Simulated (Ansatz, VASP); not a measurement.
Ti in VASP and in Ansatz

```
Ti
1.0
     2.94013    0.00000    0.00000
    -1.47007    2.54623    0.00000
     0.00000    0.00000    4.67033
Ti
2
Direct
  0.33333 0.66667 0.25000
  0.66667 0.33333 0.75000
```

Change from the starting cell: volume scaled by 0.99, crystal datasets.

Alike in both runs: task electric field gradients; functional PBEsol; k mesh 13 × 13 × 7; occupations fermi-dirac, width 0.08 eV; no spin polarisation.

|  | VASP | Ansatz |
| --- | --- | --- |
| version | VASP 6.6.1 | Ansatz 0.2.0 |
| potentials or method | VASP PAW PBE potentials, release 64 (Ti_sv), cutoff 520 eV | all-electron PAW with datasets made for the crystal, scalar-relativistic |

Ansatz gave:

- pressure (GPa): -4.8
- traceless stress, the component that is largest in VASP (GPa): -0.31
- size of Vzz on the site where it differs most (V/Å²): 18.5

What did VASP give for the same quantities?

Pressure (GPa): -5.0; traceless stress, the component that is largest in VASP (GPa): -0.31; size of Vzz on the site where it differs most (V/Å²): 17.0.

VASP's potentials were made for PBE, not for PBEsol. Ansatz ran all-electron here, and VASP with PAW potentials.
